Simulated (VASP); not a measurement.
# Mo4C in VASP: a series of runs

Runs on Mo4C. Level: LDA. Tasks: single point.

Everything below comes from runs of VASP 6.6.1. Logs are shortened: lines on timing, memory, paths and dates and some standing lists are left out, and cuts for length are marked.

**1. The cell of the first run**

The cell holds a slab with vacuum, 5 atoms: a = 3.111 Å, b = 3.111 Å, c = 21.510 Å, α = 90.00°, β = 90.00°, γ = 90.00°.

**2. Single point, LDA**

INCAR reads:

```
SYSTEM = Mo4C
PREC = Accurate
ENCUT = 520
EDIFF = 1E-6
ISMEAR = 0
SIGMA = 0.1
LREAL = .FALSE.
LASPH = .TRUE.
NELM = 60
ALGO = Normal
ISIF = 2
LWAVE = .FALSE.
LCHARG = .FALSE.
LDIPOL = .TRUE.
IDIPOL = 3
DIPOL = 0.5 0.5 0.340
NBANDS = 38
```

KPOINTS reads:

```
Automatic mesh
0
G
  9 9 1
  0 0 0
```

POSCAR reads:

```
Mo4C
1.0
    3.1111816891      0.0000000000      0.0000000000
    0.0000000000      3.1111816891      0.0000000000
    0.0000000000      0.0000000000     21.5098172784
Mo C
4 1
Direct
    0.5000000000      0.5000000000      0.1859615983
    0.0000000000      0.0000000000      0.2582816382
    0.5000000000      0.5000000000      0.3325055024
    0.0000000000      0.0000000000      0.3956248056
    0.2500000000      0.2500000000      0.5281224443
```

Potentials or basis: VASP PAW LDA potentials, release 64 (Mo_sv, C).

On the command line:

```
cat potpaw_LDA.64/Mo_sv/POTCAR potpaw_LDA.64/C/POTCAR > POTCAR
mpirun -np 1 vasp_std > vasp.out
```

OUTCAR:

```text
SYSTEM = Mo4C
   PREC = Accurate
   ENCUT = 520
   EDIFF = 1E-6
   ISMEAR = 0
   LREAL = .FALSE.
   LASPH = .TRUE.
   NELM = 60
   ISIF = 2

 ion  position               nearest neighbor table
   1  0.500  0.500  0.186-   2 2.69   2 2.69   2 2.69   2 2.69   3 3.15
   2  0.000  0.000  0.258-   1 2.69   1 2.69   1 2.69   1 2.69   3 2.72   3 2.72   3 2.72   3 2.72
                             4 2.95
   3  0.500  0.500  0.333-   4 2.59   4 2.59   4 2.59   4 2.59   2 2.72   2 2.72   2 2.72   2 2.72
                             1 3.15
   4  0.000  0.000  0.396-   3 2.59   3 2.59   3 2.59   3 2.59   2 2.95
   5  0.250  0.250  0.528-

  LATTYP: Found a simple tetragonal cell.
 ALAT       =     3.1111816891
 C/A-ratio  =     6.9137129965

  Lattice vectors:

 A1 = (   3.1111816891,   0.0000000000,   0.0000000000)
 A2 = (   0.0000000000,   3.1111816891,   0.0000000000)
 A3 = (   0.0000000000,   0.0000000000,  21.5098172784)

Analysis of symmetry for initial positions (statically):
=====================================================================
 Subroutine PRICEL returns:
 Original cell was already a primitive cell.

 Routine SETGRP: Setting up the symmetry group for a
 simple tetragonal supercell.

 Subroutine GETGRP returns: Found  2 space group operations
 (whereof  2 operations were pure point group operations)
 out of a pool of 16 trial point group operations.

The static configuration has the point symmetry C_1h.

Analysis of symmetry for dynamics (positions and initial velocities):
=====================================================================
 Subroutine PRICEL returns:
 Original cell was already a primitive cell.

 Routine SETGRP: Setting up the symmetry group for a
 simple tetragonal supercell.

 Subroutine GETGRP returns: Found  2 space group operations
 (whereof  2 operations were pure point group operations)
 out of a pool of 16 trial point group operations.

The dynamic configuration has the point symmetry C_1h.

 Subroutine INISYM returns: Found  2 space group operations
 (whereof  2 operations are pure point group operations),
 and found     1 'primitive' translations

----------------------------------------------------------------------------------------

                                     Primitive cell

  volume of cell :     208.2032

[... 99 lines left out ...]
   ISIF   =      2    stress and relaxation
   ISYM   =      2    0-nonsym 1-usesym 2-fastsym
   POTIM  = 0.5000    time-step for ionic-motion
   TEBEG  =    0.0;   TEEND  =   0.0 temperature during run
   PSTRESS=    0.0 pullay stress
   NELECT =      60.0000    total number of electrons
   NUPDOWN=      -1.0000    fix difference up-down
   EMIN   =  10.00;   EMAX   =-10.00  energy-range for DOS
   EFERMI =   0.00;   METHOD = LEGACY
   ISMEAR =     0;   SIGMA  =   0.10  broadening in eV -4-tet -1-fermi 0-gaus
   EFERMI_NEDOS =   21; number of points for ismear=-14 and -15
   IALGO  =     38    algorithm
   IMIX   =      4    mixing-type and parameters
     AMIX     =   0.40;   BMIX     =  1.00
     AMIX_MAG =   1.60;   BMIX_MAG =  1.00
  volume/ion in A,a.u.               =      41.64       281.00
  Fermi-wavevector in a.u.,A,eV,Ry     =   1.081341  2.043439 15.909276  1.169299
  Thomas-Fermi vector in A             =   2.217355
   LORBIT       =      0    0 simple, 1 ext, 2 COOP (PROOUT), +10 PAW based schemes
   GGA     = CA    functional components
   LHFCALC =     F    Hartree Fock is set to
   AEXX    =    0.0000 exact exchange contribution
   IVDW    =     0    specifies the selected vdW correction
   LEPSILON=     F    determine dielectric tensor
   LRPA    =     F    only Hartree local field effects (RPA)
 non-spin polarized calculation
 Gauss-broadening in eV      SIGMA  =   0.10
  energy-cutoff  :      520.00
  volume of cell :      208.20
 maximum number of plane-waves:      5636
   NGX = 11   NGY = 11   NGZ = 79

 dipolmoment           0.000000      0.000000     -0.005752 electrons x Angstroem

 number of electron      59.9999987 magnetization

 dipolmoment           0.000000      0.000000      0.127658 electrons x Angstroem

 Free energy of the ion-electron system (eV)
  ---------------------------------------------------
  ext. energy  EPLUGINS =         0.00000000
  ---------------------------------------------------
  free energy    TOTEN  =       -47.08843896 eV

  energy without entropy =      -47.05154676  energy(sigma->0) =      -47.06999286

 E-fermi :   0.3994     XC(G=0):  -5.9352

 val. band max:        0.3982140612   @ k =  -0.1111   0.1111   0.0000
 cond. band min:       0.4046775673   @ k =   0.2222   0.1111   0.0000
 fundamental gap:      0.0064635061
 Fermi energy:         0.3994099003

 k-point     1 :       0.0000    0.0000    0.0000
  band No.  band energies     occupation
      1     -60.1844      2.00000
      2     -59.9929      2.00000
      3     -59.7277      2.00000
      4     -59.6492      2.00000
      5     -34.6287      2.00000
      6     -34.6101      2.00000
[... 973 lines left out ...]
     37       3.0976      0.00000
     38       3.0993      0.00000

 [... further k-points ...]

------------------------ aborting loop because EDIFF is reached ----------------------------------------

 vacuum level on the upper side and lower side of the slab       (xc-potential included)         0.928        -1.415

  FORCE on cell =-STRESS in cart. coord.  units (eV):
  Direction    XX          YY          ZZ          XY          YZ          ZX
  --------------------------------------------------------------------------------------
  -------------------------------------------------------------------------------------
  Total       -8.2836046     -8.2836046     -6.9792563     -0.0512702     -0.2881149     -0.2881147
  in kB      -63.7444639    -63.7444639    -53.7071686     -0.3945371     -2.2171178     -2.2171166
  external PRESSURE =     -60.3986988 kB  Pullay stress =       0.0000000 kB

 VOLUME and BASIS-vectors are now :
 -----------------------------------------------------------------------------
  energy-cutoff  :      520.00
  volume of cell :      208.20
      direct lattice vectors                 reciprocal lattice vectors
     3.111181689  0.000000000  0.000000000     0.321421280  0.000000000  0.000000000
     0.000000000  3.111181689  0.000000000     0.000000000  0.321421280  0.000000000
     0.000000000  0.000000000 21.509817278     0.000000000  0.000000000  0.046490400

 POSITION                                       TOTAL-FORCE (eV/Angst)
 -----------------------------------------------------------------------------------
      1.55559      1.55559      4.00000         0.030552      0.030552      1.713899
      0.00000      0.00000      5.55559         0.021328      0.021328     -1.817481
      1.55559      1.55559      7.15213        -0.136561     -0.136561     -0.444898
      0.00000      0.00000      8.50982         0.180369      0.180369      2.372729
      0.77780      0.77780     11.35982        -0.095687     -0.095687     -1.824249
 -----------------------------------------------------------------------------------
    total drift:                                0.000009      0.000009      0.000437

  FREE ENERGIE OF THE ION-ELECTRON SYSTEM (eV)
  ---------------------------------------------------
  free  energy   TOTEN  =       -47.0884389570 eV

  energy  without entropy=      -47.0515467583  energy(sigma->0) =      -47.06999286

 vacuum level on the upper side and lower side of the slab         6.751         4.363
```

OSZICAR:

```text
N       E                     dE             d eps       ncg     rms          rms(c)
DAV:   1     0.628784827061E+03    0.62878E+03   -0.36690E+04  2412   0.141E+03
DAV:   2    -0.273273357088E+02   -0.65611E+03   -0.63997E+03  2146   0.432E+02
DAV:   3    -0.505744979417E+02   -0.23247E+02   -0.22193E+02  2532   0.725E+01
[... 20 lines left out ...]
DAV:  24    -0.470883882467E+02   -0.42695E-04   -0.15535E-05  1902   0.135E-02    0.105E-02
DAV:  25    -0.470884123158E+02   -0.24069E-04   -0.44875E-06  1888   0.111E-02    0.561E-03
DAV:  26    -0.470884349450E+02   -0.22629E-04   -0.35553E-06  1594   0.605E-03    0.146E-03
DAV:  27    -0.470884385038E+02   -0.35588E-05   -0.15580E-06  1552   0.542E-03    0.266E-03
DAV:  28    -0.470884389570E+02   -0.45318E-06   -0.77623E-07  1338   0.412E-03
   1 F= -.47088439E+02 E0= -.47069993E+02  d E =-.368922E-01
```

Run time: 6.7 min. Hardware: 1 thread of AMD EPYC 7R43 (Zen 3), shared host; peak memory 0.28 GiB.

Results:

| Quantity | Value |
| --- | --- |
| Free energy | -47.0884 eV |
| Largest force | 2.386 eV/Å |
| Band gap on the k mesh | zero (band 30 reaches 1.04 eV, above the bottom of band 31 at 0.15 eV) |

Forces in eV/Å, atoms in the order of the input:
```
Mo   0.031  0.031  1.714
Mo   0.021  0.021 -1.817
Mo  -0.137 -0.137 -0.445
Mo   0.180  0.180  2.373
C   -0.096 -0.096 -1.824
```

Levels at points of the mesh, in eV from the Fermi level:
```tsv
k point	band 28	band 29	band 30	band 31	band 32	band 33
(0.00, 0.00, 0.00)	-0.79	-0.30	-0.30	-0.06	0.52	1.05
```

(Continued in part 2 of 2.)
